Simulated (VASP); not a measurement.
# BAs (I4_1md) in VASP: notebook, part 2 of 2

VASP 6.6.1. Earlier steps stand in the parts before.

### Step 5. Single point, PBE

This run uses another cell than the first one, of 17.24 Å³/atom.

Input file INCAR:

```
PREC = Accurate
ENCUT = 520
EDIFF = 1E-6
ISMEAR = 0
SIGMA = 0.1
LREAL = False
LASPH = True
NELM = 100
ALGO = Normal
ISIF = 2
LWAVE = False
LCHARG = False
GGA = PE
NBANDS = 16
```

Input file KPOINTS:

```
Automatic mesh
0
Gamma
  18 18 18
```

Input file POSCAR:

```
BAs
1.0
   -1.7045584140      1.7045584140      5.9333667354
    1.7045584140     -1.7045584140      5.9333667354
    1.7045584140      1.7045584140     -5.9333667354
B As
2 2
Direct
    0.5847639548      0.5847639548      0.0000000000
    0.3347639548      0.8347639548      0.5000000000
    0.4152360452      0.4152360452      0.0000000000
    0.1652360452      0.6652360452      0.5000000000
```

Potentials or basis: VASP PAW PBE potentials, release 64 (B, As).

Command:

```console
> cat potpaw_PBE.64/B/POTCAR potpaw_PBE.64/As/POTCAR > POTCAR
> mpirun -np 1 vasp_std > vasp.out
```

OUTCAR:

```text
PREC = Accurate
   ENCUT = 520
   EDIFF = 1E-6
   ISMEAR = 0
   LREAL = False
   LASPH = True
   NELM = 100
   ISIF = 2
   GGA = PE

 ion  position               nearest neighbor table
   1  0.585  0.585  0.000-   4 1.95   4 1.95   3 2.01
   2  0.335  0.835  0.500-   3 1.95   3 1.95   4 2.01
   3  0.415  0.415  0.000-   2 1.95   2 1.95   1 2.01
   4  0.165  0.665  0.500-   1 1.95   1 1.95   2 2.01

  LATTYP: Found a body centered tetragonal cell.
 ALAT       =     3.4091168280
 C/A-ratio  =     3.4808820200

  Lattice vectors:

 A1 = (  -1.7045584140,   1.7045584140,   5.9333667354)
 A2 = (   1.7045584140,  -1.7045584140,   5.9333667354)
 A3 = (   1.7045584140,   1.7045584140,  -5.9333667354)

Analysis of symmetry for initial positions (statically):
=====================================================================
 Subroutine PRICEL returns:
 Original cell was already a primitive cell.

 Routine SETGRP: Setting up the symmetry group for a
 body centered tetragonal supercell.

 Subroutine GETGRP returns: Found  8 space group operations
 (whereof  4 operations were pure point group operations)
 out of a pool of 16 trial point group operations.

The static configuration has the point symmetry C_2v.
 The point group associated with its full space group is C_4v.

Analysis of symmetry for dynamics (positions and initial velocities):
=====================================================================
 Subroutine PRICEL returns:
 Original cell was already a primitive cell.

 Routine SETGRP: Setting up the symmetry group for a
 body centered tetragonal supercell.

 Subroutine GETGRP returns: Found  8 space group operations
 (whereof  4 operations were pure point group operations)
 out of a pool of 16 trial point group operations.

The dynamic configuration has the point symmetry C_2v.
 The point group associated with its full space group is C_4v.

 Subroutine INISYM returns: Found  8 space group operations
 (whereof  4 operations are pure point group operations),
 and found     1 'primitive' translations

----------------------------------------------------------------------------------------

                                     Primitive cell

  volume of cell :      68.9580

  direct lattice vectors                    reciprocal lattice vectors
    -1.704558414  1.704558414  5.933366735     0.000000000  0.293331103  0.084269189
     1.704558414 -1.704558414  5.933366735     0.293331103  0.000000000  0.084269189
     1.704558414  1.704558414 -5.933366735     0.293331103  0.293331103  0.000000000

  length of vectors
     6.404364105  6.404364105  6.404364105     0.305195728  0.305195728  0.414832824

  position of ions in fractional coordinates (direct lattice)
     0.584763955  0.584763955  0.000000000
     0.334763955  0.834763955  0.500000000
     0.415236045  0.415236045  0.000000000
     0.165236045  0.665236045  0.500000000

  ion indices of the primitive-cell ions
   primitive index   ion index
                 1           1
                 2           2
                 3           3
[... 24 lines left out ...]
 ===========================================

 Found    480 irreducible k-points:

 Following reciprocal coordinates:
            Coordinates               Weight
  0.000000  0.000000  0.000000      1.000000
  0.055556  0.000000 -0.000000      8.000000
  0.111111  0.000000 -0.000000      8.000000
  0.166667  0.000000  0.000000      8.000000
  0.222222  0.000000 -0.000000      8.000000
  0.277778  0.000000  0.000000      8.000000
[... 16 lines left out ...]
 -0.277778  0.055556  0.000000     16.000000
 -0.222222  0.055556  0.000000     16.000000
 [... further k-points ...]
   k-points           NKPTS =    480   k-points in BZ     NKDIM =    480   number of bands    NBANDS=     16
   number of dos      NEDOS =    301   number of ions     NIONS =      4
   total plane-waves  NPLWV = 110592
   dimension x,y,z NGX =    48 NGY =   48 NGZ =   48
   dimension x,y,z NGXF=    96 NGYF=   96 NGZF=   96
   ions per type =               2   2
   NGX,Y,Z   is equivalent  to a cutoff of  12.46, 12.46, 12.46 a.u.
   NGXF,Y,Z  is equivalent  to a cutoff of  24.92, 24.92, 24.92 a.u.
 SYSTEM =  unknown system
   PREC   = accura    normal or accurate (medium, high low for compatibility)
   ISTART =      0    job   : 0-new  1-cont  2-samecut
   ICHARG =      2    charge: 1-file 2-atom 10-const
   ISPIN  =      1    spin polarized calculation?
   LNONCOLLINEAR =      F non collinear calculations
   LSORBIT =      F    spin-orbit coupling
   LASPH  =      T    aspherical Exc in radial PAW
   ENCUT  =  520.0 eV  38.22 Ry    6.18 a.u.  11.91 11.91 11.91*2*pi/ulx,y,z
   NELM   =    100;   NELMIN=  2; NELMDL= -5     # of ELM steps
   EDIFF  = 0.1E-05   stopping-criterion for ELM
   LREAL  =      F    real-space projection
   EDIFFG = 0.1E-04   stopping-criterion for IOM
   NSW    =      0    number of steps for IOM
   IBRION =     -1    ionic relax: 0-MD 1-quasi-New 2-CG
   NFREE  =      0    steps in history (QN), initial steepest desc. (CG)
   ISIF   =      2    stress and relaxation
   ISYM   =      2    0-nonsym 1-usesym 2-fastsym
   POTIM  = 0.5000    time-step for ionic-motion
   TEBEG  =    0.0;   TEEND  =   0.0 temperature during run
   PSTRESS=    0.0 pullay stress
   NELECT =      16.0000    total number of electrons
   NUPDOWN=      -1.0000    fix difference up-down
   EMIN   =  10.00;   EMAX   =-10.00  energy-range for DOS
   EFERMI =   0.00;   METHOD = LEGACY
   ISMEAR =     0;   SIGMA  =   0.10  broadening in eV -4-tet -1-fermi 0-gaus
   EFERMI_NEDOS =   21; number of points for ismear=-14 and -15
   IALGO  =     38    algorithm
   IMIX   =      4    mixing-type and parameters
     AMIX     =   0.40;   BMIX     =  1.00
     AMIX_MAG =   1.60;   BMIX_MAG =  1.00
  volume/ion in A,a.u.               =      17.24       116.34
  Fermi-wavevector in a.u.,A,eV,Ry     =   1.005973  1.901014 13.768858  1.011983
  Thomas-Fermi vector in A             =   2.138687
   LORBIT       =      0    0 simple, 1 ext, 2 COOP (PROOUT), +10 PAW based schemes
   GGA     = PE    functional components
   LHFCALC =     F    Hartree Fock is set to
   AEXX    =    0.0000 exact exchange contribution
   IVDW    =     0    specifies the selected vdW correction
   LEPSILON=     F    determine dielectric tensor
   LRPA    =     F    only Hartree local field effects (RPA)
 non-spin polarized calculation
 Gauss-broadening in eV      SIGMA  =   0.10
  energy-cutoff  :      520.00
  volume of cell :       68.96
 maximum number of plane-waves:      1880
   NGX = 23   NGY = 23   NGZ = 23

 number of electron      16.0000000 magnetization

 Free energy of the ion-electron system (eV)
  ---------------------------------------------------
  ext. energy  EPLUGINS =         0.00000000
  ---------------------------------------------------
  free energy    TOTEN  =       -20.50604997 eV

  energy without entropy =      -20.50090816  energy(sigma->0) =      -20.50347907

 E-fermi :   3.9695     XC(G=0):  -9.4453

 val. band max:        3.9685755063   @ k =  -0.3333   0.0556   0.0000
 cond. band min:       3.9706558067   @ k =   0.4444   0.1111   0.0556
 fundamental gap:      0.0020803004
 Fermi energy:         3.9694753184

 k-point     1 :       0.0000    0.0000    0.0000
  band No.  band energies     occupation
      1     -10.5210      2.00000
      2      -8.2590      2.00000
      3      -4.8331      2.00000
      4       0.5410      2.00000
      5       0.5410      2.00000
      6       2.0965      2.00000
[... 433 lines left out ...]
      3      -4.4811      2.00000
      4      -1.5464      2.00000
      5       0.4623      2.00000
      6       0.7796      2.00000
[... 8 lines left out ...]
     15      10.8152      0.00000
     16      11.6789      0.00000

 [... further k-points ...]

------------------------ aborting loop because EDIFF is reached ----------------------------------------

  FORCE on cell =-STRESS in cart. coord.  units (eV):
  Direction    XX          YY          ZZ          XY          YZ          ZX
  --------------------------------------------------------------------------------------
  -------------------------------------------------------------------------------------
  Total        0.1894102      0.1894102      0.3229607      0.0000000      0.0000000      0.0000000
  in kB        4.4007738      4.4007738      7.5036961      0.0000000      0.0000000      0.0000000
  external PRESSURE =       5.4350812 kB  Pullay stress =       0.0000000 kB

 VOLUME and BASIS-vectors are now :
 -----------------------------------------------------------------------------
  energy-cutoff  :      520.00
  volume of cell :       68.96
      direct lattice vectors                 reciprocal lattice vectors
    -1.704558414  1.704558414  5.933366735     0.000000000  0.293331103  0.084269189
     1.704558414 -1.704558414  5.933366735     0.293331103  0.000000000  0.084269189
     1.704558414  1.704558414 -5.933366735     0.293331103  0.293331103  0.000000000

 POSITION                                       TOTAL-FORCE (eV/Angst)
 -----------------------------------------------------------------------------------
      0.00000      0.00000      6.93924         0.000000      0.000000     -0.010941
      1.70456      0.00000      3.97255         0.000000      0.000000     -0.010941
      0.00000      0.00000      4.92750         0.000000      0.000000      0.010941
      1.70456      0.00000      1.96081        -0.000000     -0.000000      0.010941
 -----------------------------------------------------------------------------------
    total drift:                                0.000001      0.000001     -0.000442

  FREE ENERGIE OF THE ION-ELECTRON SYSTEM (eV)
  ---------------------------------------------------
  free  energy   TOTEN  =       -20.5060499708 eV

  energy  without entropy=      -20.5009081631  energy(sigma->0) =      -20.50347907
```

stdout:

```text
POSCAR found type information on POSCAR B As
 POSCAR found :  2 types and       4 ions
 scaLAPACK will be used
 LDA part: xc-table for (Slater+PW92), standard interpolation
 POSCAR, INCAR and KPOINTS ok, starting setup
 FFT: planning ... GRIDC
 FFT: planning ... GRID_SOFT
 FFT: planning ... GRID
 WAVECAR not read
 entering main loop
```

Run time: 15 min. Hardware: 1 thread of AMD EPYC 9R45 (Zen 5), shared host; peak memory 0.65 GiB.

What came out:

```
Free energy            : -20.5060 eV
Pressure               : 0.5 GPa
Largest force          : 0.011 eV/Å
Band gap on the k mesh : zero (bands 8 and 9 overlap by 2.50 eV)
```

Forces in eV/Å, atoms in the order of the input:
```
B    0.000  0.000 -0.011
B    0.000  0.000 -0.011
As   0.000  0.000  0.011
As   0.000  0.000  0.011
```

### Step 6. Summary

| task | cell | k mesh | cutoff (eV) | gap on the mesh (eV) | pressure (GPa) | largest force (eV/Å) |
| --- | --- | --- | --- | --- | --- | --- |
| single point | a = 6.284 Å, angles 149.0, 149.0, 44.4°, 4 atoms, atomic positions A | 8 × 8 × 8 | 520 | none | 6.3 | 0.77 |
| single point | a = 6.403 Å, angles 149.1, 149.1, 44.2°, 4 atoms, atomic positions B | 8 × 8 × 8 | 520 | none | 0.6 | 0.05 |
| relaxation of cell and atoms | relaxed from a = 6.284 Å, angles 149.0, 149.0, 44.4°, 4 atoms, atomic positions A | 8 × 8 × 8 | 600 | none | 0.1 | 0.03 |
| single point | a = 6.404 Å, angles 149.1, 149.1, 44.2°, 4 atoms, atomic positions B | 18 × 18 × 18 | 520 | none | 0.5 | 0.01 |

Alike in all rows: level PBE; potentials or basis VASP PAW PBE potentials, release 64 (B, As); no spin polarisation; smearing gaussian 0.1 eV.

Caveats: the cell stands under pressure (at least some runs).

Absolute energies hang on the potentials; compare differences alone.
